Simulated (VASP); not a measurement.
# BaNiTe2O5 (P1) in VASP: density of states with PBEsol

Aim: the density of states of BaNiTe2O5 with PBEsol.

Program: VASP 6.6.1. These are calculated values, not measurements. Logs are shortened: lines on timing, memory, paths and dates and some standing lists are left out, and cuts for length are marked.

## (1) The cell of the first run

The typed cell holds 9 atoms: a = 6.052 Å, b = 3.850 Å, c = 6.868 Å, α = 74.32°, β = 63.21°, γ = 90.04°.

## (2) Density of states, PBEsol

The input, POSCAR:

```
BaNiTe2O5
1.0
   -0.0018890000      6.0523830000     -0.0361750000
    3.8495320000     -0.0012320000      0.0219310000
    1.8907570000      3.0611490000     -5.8497220000
Ni Ba Te O
1 1 2 5
Direct
    0.4894370000      0.4886860000      0.0018110000
    0.9957190000      0.0078490000      0.9967510000
    0.7212400000      0.2089400000      0.5954870000
    0.2945950000      0.7904410000      0.3992640000
    0.0885310000      0.3247620000      0.3429460000
    0.5607040000      0.3068780000      0.3300150000
    0.8983770000      0.6593940000      0.6687150000
    0.4304540000      0.6736670000      0.6415290000
    0.5014630000      0.0180920000      0.9959550000
```

The input, INCAR.step1:

```
PREC     = Accurate       # precision mode
ENCUT    = 520            # plane-wave cutoff, eV
EDIFF    = 1E-6           # SCF threshold, eV
ISMEAR   = -1             # smearing method
SIGMA    = 0.0851         # smearing width, eV
LREAL    = False          # projectors in reciprocal space
LASPH    = True           # aspherical terms in the spheres
NELM     = 100            # most SCF steps
ALGO     = Normal         # electronic algorithm
ISIF     = 2              # what is computed and relaxed
LWAVE    = False          # write WAVECAR
LCHARG   = True           # write CHGCAR
LMAXMIX  = 4              # l up to which the mixer works
GGA      = PS             # functional
NBANDS   = 41             # bands
NELECT   = 61.0
```

The input, KPOINTS.step1:

```
Automatic mesh
0
Gamma
  4 5 3
  0.5 0 0.5
```

The input, INCAR.step2:

```
PREC     = Accurate       # precision mode
ENCUT    = 520            # plane-wave cutoff, eV
EDIFF    = 1E-6           # SCF threshold, eV
ISMEAR   = -5             # smearing method
SIGMA    = 0.0851         # smearing width, eV
LREAL    = False          # projectors in reciprocal space
LASPH    = True           # aspherical terms in the spheres
NELM     = 100            # most SCF steps
ALGO     = Normal         # electronic algorithm
ISIF     = 2              # what is computed and relaxed
LWAVE    = False          # write WAVECAR
LCHARG   = False          # write CHGCAR
LMAXMIX  = 4              # l up to which the mixer works
GGA      = PS             # functional
LORBIT   = 11             # projections on sites
NBANDS   = 41             # bands
NEDOS    = 1001           # points of the DOS
ICHARG   = 11             # starting density
NELECT   = 61.0
```

The input, KPOINTS.step2:

```
Automatic mesh
0
Gamma
  6 8 5
```

Potentials or basis: VASP PAW PBE potentials, release 64 (Ni, Ba_sv, Te, O).

Command:

```bash
> cat potpaw_PBE.64/Ni/POTCAR potpaw_PBE.64/Ba_sv/POTCAR potpaw_PBE.64/Te/POTCAR potpaw_PBE.64/O/POTCAR > POTCAR
> cp INCAR.step1 INCAR
> cp KPOINTS.step1 KPOINTS
> mpirun -np 1 vasp_std > vasp.out
> cp INCAR.step2 INCAR
> cp KPOINTS.step2 KPOINTS
> mpirun -np 1 vasp_std > vasp.out
```

OUTCAR:

```text
PREC = Accurate
   ENCUT = 520
   EDIFF = 1E-6
   ISMEAR = -5
   LREAL = False
   LASPH = True
   NELM = 100
   ISIF = 2
   GGA = PS
   LORBIT = 11
   ICHARG = 11
   NELECT = 61.0

 ion  position               nearest neighbor table
   1  0.489  0.489  0.002-   9 1.82   9 2.03   6 2.40   5 2.42   7 2.42   4 3.00   3 3.00   4 3.03
                             3 3.12   2 3.53   2 3.57   2 3.60   2 3.64
   2  0.996  0.008  0.997-   9 2.99   9 3.06   6 3.08   7 3.14   7 3.17   5 3.20   8 3.20   8 3.23
                             6 3.27   5 3.27   1 3.53   1 3.57   1 3.60   1 3.64   3 3.73   4 3.81
   3  0.721  0.209  0.595-   5 2.06   7 2.32   9 2.34   6 2.37   7 2.41   8 2.49   8 2.57   1 3.00
                             1 3.12   4 3.61   4 3.66   2 3.73   2 3.93   2 3.98   2 4.02
   4  0.295  0.790  0.399-   8 2.12   7 2.22   6 2.36   9 2.36   5 2.39   5 2.44   6 2.47   1 3.00
                             1 3.03   3 3.61   3 3.66   2 3.81   2 3.86   2 3.98   2 4.00
   5  0.089  0.325  0.343-   3 2.06   4 2.39   1 2.42   4 2.44   2 3.20   2 3.27
   6  0.561  0.307  0.330-   4 2.36   3 2.37   1 2.40   4 2.47   2 3.08   2 3.27
   7  0.898  0.659  0.669-   4 2.22   3 2.32   3 2.41   1 2.42   2 3.14   2 3.17
   8  0.430  0.674  0.642-   4 2.12   3 2.49   3 2.57   2 3.20   2 3.23
   9  0.501  0.018  0.996-   1 1.82   1 2.03   3 2.34   4 2.36   2 2.99   2 3.06

  LATTYP: Found a triclinic cell.
 ALAT       =     6.8063880616
 B/A-ratio  =     0.8892368974
 C/A-ratio  =     0.5655855401
 COS(alpha) =     0.0006661758
 COS(beta)  =     0.2733392372
 COS(gamma) =     0.4344483801

  Lattice vectors:

 A1 = (  -1.8926460000,   2.9912340000,   5.8135470000)
 A2 = (  -0.0018890000,   6.0523830000,  -0.0361750000)
 A3 = (  -3.8495320000,   0.0012320000,  -0.0219310000)

Analysis of symmetry for initial positions (statically):
=====================================================================
 Subroutine PRICEL returns:
 Original cell was already a primitive cell.

 Routine SETGRP: Setting up the symmetry group for a
 triclinic supercell.

 Subroutine GETGRP returns: Found  1 space group operations
 (whereof  1 operations were pure point group operations)
 out of a pool of  2 trial point group operations.

The static configuration has the point symmetry C_1 .

Analysis of symmetry for dynamics (positions and initial velocities):
=====================================================================
 Subroutine PRICEL returns:
 Original cell was already a primitive cell.

 Routine SETGRP: Setting up the symmetry group for a
 triclinic supercell.

 Subroutine GETGRP returns: Found  1 space group operations
 (whereof  1 operations were pure point group operations)
 out of a pool of  2 trial point group operations.

The dynamic configuration has the point symmetry C_1 .

 Subroutine INISYM returns: Found  1 space group operations
 (whereof  1 operations are pure point group operations),
 and found     1 'primitive' translations

----------------------------------------------------------------------------------------

                                     Primitive cell

  volume of cell :     136.1165

  direct lattice vectors                    reciprocal lattice vectors
    -0.001889000  6.052383000 -0.036175000    -0.000440264  0.165741587  0.086589971
     3.849532000 -0.001232000  0.021931000     0.259292819  0.000583679  0.084114500
     1.890757000  3.061149000 -5.849722000     0.000974829 -0.001022767 -0.171168421

  length of vectors
     6.052491403  3.849594668  6.867666468     0.186998103  0.272595590  0.171174252

  position of ions in fractional coordinates (direct lattice)
     0.489437000  0.488686000  0.001811000
     0.995719000  0.007849000  0.996751000
     0.721240000  0.208940000  0.595487000
     0.294595000  0.790441000  0.399264000
     0.088531000  0.324762000  0.342946000
     0.560704000  0.306878000  0.330015000
     0.898377000  0.659394000  0.668715000
     0.430454000  0.673667000  0.641529000
     0.501463000  0.018092000  0.995955000

  ion indices of the primitive-cell ions
   primitive index   ion index
                 1           1
                 2           2
[... 25 lines left out ...]

  Shift w.r.t. Gamma in fractional coordinates (k-lattice)
     0.000000000  0.000000000  0.000000000

 TETIRR: Found    720 inequivalent tetrahedra from     1440

 Subroutine IBZKPT returns following result:
 ===========================================

 Found    122 irreducible k-points:

 Following reciprocal coordinates:
            Coordinates               Weight
  0.000000  0.000000  0.000000      1.000000
  0.166667  0.000000 -0.000000      2.000000
  0.333333  0.000000  0.000000      2.000000
  0.500000 -0.000000  0.000000      1.000000
  0.000000  0.125000 -0.000000      2.000000
  0.166667  0.125000  0.000000      2.000000
[... 16 lines left out ...]
  0.000000  0.500000 -0.000000      1.000000
  0.166667  0.500000 -0.000000      2.000000
 [... further k-points ...]
   k-points           NKPTS =    122   k-points in BZ     NKDIM =    122   number of bands    NBANDS=     41
   number of dos      NEDOS =   1001   number of ions     NIONS =      9
   total plane-waves  NPLWV =  77760
   dimension x,y,z NGX =    48 NGY =   30 NGZ =   54
   dimension x,y,z NGXF=    96 NGYF=   60 NGZF=  108
   ions per type =               1   1   2   5
   NGX,Y,Z   is equivalent  to a cutoff of  13.18, 12.96, 13.07 a.u.
   NGXF,Y,Z  is equivalent  to a cutoff of  26.37, 25.91, 26.14 a.u.
 SYSTEM =  unknown system
   PREC   = accura    normal or accurate (medium, high low for compatibility)
   ISTART =      0    job   : 0-new  1-cont  2-samecut
   ICHARG =     11    charge: 1-file 2-atom 10-const
   ISPIN  =      1    spin polarized calculation?
   LNONCOLLINEAR =      F non collinear calculations
   LSORBIT =      F    spin-orbit coupling
   LASPH  =      T    aspherical Exc in radial PAW
   ENCUT  =  520.0 eV  38.22 Ry    6.18 a.u.  11.25  7.16 12.77*2*pi/ulx,y,z
   NELM   =    100;   NELMIN=  2; NELMDL=  0     # of ELM steps
   EDIFF  = 0.1E-05   stopping-criterion for ELM
   LREAL  =      F    real-space projection
   EDIFFG = 0.1E-04   stopping-criterion for IOM
   NSW    =      0    number of steps for IOM
   IBRION =     -1    ionic relax: 0-MD 1-quasi-New 2-CG
   NFREE  =      0    steps in history (QN), initial steepest desc. (CG)
   ISIF   =      2    stress and relaxation
   ISYM   =      2    0-nonsym 1-usesym 2-fastsym
   POTIM  = 0.5000    time-step for ionic-motion
   TEBEG  =    0.0;   TEEND  =   0.0 temperature during run
   PSTRESS=    0.0 pullay stress
   NELECT =      61.0000    total number of electrons
   NUPDOWN=      -1.0000    fix difference up-down
   EMIN   =  10.00;   EMAX   =-10.00  energy-range for DOS
   EFERMI =   0.00;   METHOD = LEGACY
   ISMEAR =    -5;   SIGMA  =   0.09  broadening in eV -4-tet -1-fermi 0-gaus
   EFERMI_NEDOS =   21; number of points for ismear=-14 and -15
   IALGO  =     38    algorithm
   IMIX   =      4    mixing-type and parameters
     AMIX     =   0.40;   BMIX     =  1.00
     AMIX_MAG =   1.60;   BMIX_MAG =  1.00
  volume/ion in A,a.u.               =      15.12       102.06
  Fermi-wavevector in a.u.,A,eV,Ry     =   1.252799  2.367446 21.354400  1.569504
  Thomas-Fermi vector in A             =   2.386682
   LORBIT       =     11    0 simple, 1 ext, 2 COOP (PROOUT), +10 PAW based schemes
   GGA     = PS    functional components
   LHFCALC =     F    Hartree Fock is set to
   AEXX    =    0.0000 exact exchange contribution
   IVDW    =     0    specifies the selected vdW correction
   LEPSILON=     F    determine dielectric tensor
   LRPA    =     F    only Hartree local field effects (RPA)
 non-spin polarized calculation
 Fermi weights with tetrahedron method with Bloechl corrections
  energy-cutoff  :      520.00
  volume of cell :      136.12
 maximum number of plane-waves:      3682
 NGX is ok and might be reduce to    48

 number of electron      61.0000005 magnetization

 Free energy of the ion-electron system (eV)
  ---------------------------------------------------
  ext. energy  EPLUGINS =         0.00000000
  ---------------------------------------------------
  free energy    TOTEN  =       -55.93239423 eV

  energy without entropy =      -55.93239423  energy(sigma->0) =      -55.93239423

 E-fermi :   6.3582     XC(G=0): -10.6900

 val. band max:        6.4041695530   @ k =  -0.1667   0.5000   0.4000
 cond. band min:       6.3223011867   @ k =   0.1667   0.3750   0.2000
 fundamental gap:     -0.0818683662
 Fermi energy:         6.3582003010

 k-point     1 :       0.0000    0.0000    0.0000
  band No.  band energies     occupation
      1     -21.4097      2.00000
      2     -13.7670      2.00000
      3     -12.5692      2.00000
      4     -12.1063      2.00000
      5     -11.9289      2.00000
      6     -10.9825      2.00000
[... 1045 lines left out ...]
     40      11.0337      0.00000
     41      11.5652      0.00000

 [... further k-points ...]

------------------------ aborting loop because EDIFF is reached ----------------------------------------

  FORCE on cell =-STRESS in cart. coord.  units (eV):
  Direction    XX          YY          ZZ          XY          YZ          ZX
  --------------------------------------------------------------------------------------
  -------------------------------------------------------------------------------------
  Total      -14.6251828    -18.3290920     -8.4534823     -0.1399544      0.8122726      0.1933439
  in kB     -172.1477044   -215.7450721    -99.5028637     -1.6473523      9.5609656      2.2757804
  external PRESSURE =    -162.4652134 kB  Pullay stress =       0.0000000 kB

 VOLUME and BASIS-vectors are now :
 -----------------------------------------------------------------------------
  energy-cutoff  :      520.00
  volume of cell :      136.12
      direct lattice vectors                 reciprocal lattice vectors
    -0.001889000  6.052383000 -0.036175000    -0.000440264  0.165741587  0.086589971
     3.849532000 -0.001232000  0.021931000     0.259292819  0.000583679  0.084114500
     1.890757000  3.061149000 -5.849722000     0.000974829 -0.001022767 -0.171168421

 POSITION                                       TOTAL-FORCE (eV/Angst)
 -----------------------------------------------------------------------------------
      1.88371      2.96720     -0.01758         1.356489      0.213784     -0.052056
      1.91295      9.07767     -5.86656         0.030461      0.024003     -0.005980
      1.92888      6.18784     -3.50494         0.106137     -1.232370      0.089480
      3.79718      3.00423     -2.32891         0.205858      1.691688     -0.409073
      1.89844      1.58523     -2.00222        -0.113612     -0.305230      0.763355
      1.80426      4.40344     -1.94405         0.134236     -0.191854      0.850336
      3.80104      7.48355     -3.92983        -0.080767      0.000858     -0.615924
      3.80546      4.56826     -3.75356        -0.293465     -0.195118     -0.820594
      1.95181      6.08379     -5.84380        -1.345337     -0.005761      0.200456
 -----------------------------------------------------------------------------------
    total drift:                                0.005176     -0.000995      0.001768

  FREE ENERGIE OF THE ION-ELECTRON SYSTEM (eV)
  ---------------------------------------------------
  free  energy   TOTEN  =       -55.9323942331 eV

  energy  without entropy=      -55.9323942331  energy(sigma->0) =      -55.93239423

 total charge

# of ion       s       p       d       tot
------------------------------------------
    1        0.319   0.340   8.435   9.095
    2        1.985   5.584   0.174   7.742
    3        1.546   1.244   0.148   2.938
    4        1.547   1.237   0.153   2.938
    5        1.588   3.314   0.000   4.902
    6        1.586   3.246   0.000   4.832
    7        1.588   3.285   0.000   4.873
    8        1.586   3.268   0.000   4.854
    9        1.570   3.348   0.000   4.918
--------------------------------------------------
tot         13.315  24.866   8.911  47.092
```

Run time: 12 min. Hardware: 1 thread of Intel Xeon Platinum 8259CL at 2.50GHz (Skylake/Cascade Lake), shared host; peak memory 0.72 GiB.

What came out:

- Valence electrons inside the program's atomic spheres: Ni 9.10; Ba 7.74; Te 2.94; O 4.90, 4.83, 4.87, 4.85, 4.92

Caveat: the cell carries a net charge on a neutralising background, which shifts energy and pressure; the cell is charged against a uniform background, so pressure and absolute levels hang on convention; the PAW data sets were made with another functional, which shifts forces and pressure a little; spin-orbit coupling is left out, which moves the levels of the heavy elements; an odd number of electrons without spin polarisation forces a metal; a magnetic or distorted state may lie lower; the run has no spin polarisation, though such a crystal can be magnetic; semilocal functionals often make such compounds metallic where correlation or magnetic order opens a gap, which also shifts bond lengths; tetrahedron occupations give inexact forces and stress in metals.
